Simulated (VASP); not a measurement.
Input of a VASP 6.6.1 run:

Contents of INCAR:

```
  PREC = Accurate
  ENCUT = 500
  EDIFF = 1E-8
  ISMEAR = -1
  SIGMA = 0.15
  LREAL = F
  LASPH = T
  NELM = 120
  ALGO = Normal
  ISIF = 2
  LWAVE = F
  LCHARG = F
  GGA = PE
  IBRION = 8
  NSW = 1
  GGA_COMPAT = F
```

The input KPOINTS:

```
regular mesh
0
Gamma
  16 16 16
```

The input POSCAR:

```
HfB
1.0
    0.0000000000      2.3752645417      2.3752645417
    2.3752645417      0.0000000000      2.3752645417
    2.3752645417      2.3752645417      0.0000000000
Hf B
1 1
Direct
    0.5000000000      0.5000000000      0.5000000000
    0.0000000000      0.0000000000      0.0000000000
```

Potentials or basis: VASP PAW PBE potentials, release 64 (Hf_pv, B).

Launch:

```bash
$ cat potpaw_PBE.64/Hf_pv/POTCAR potpaw_PBE.64/B/POTCAR > POTCAR
$ mpirun -np 1 vasp_std > vasp.out
```

(1) Predict the highest phonon frequency at Γ, LO-TO splitting left out.

Answers

(1) 491 cm⁻¹.

Caveat: the cell wasn't relaxed at this level first, which shifts response properties.
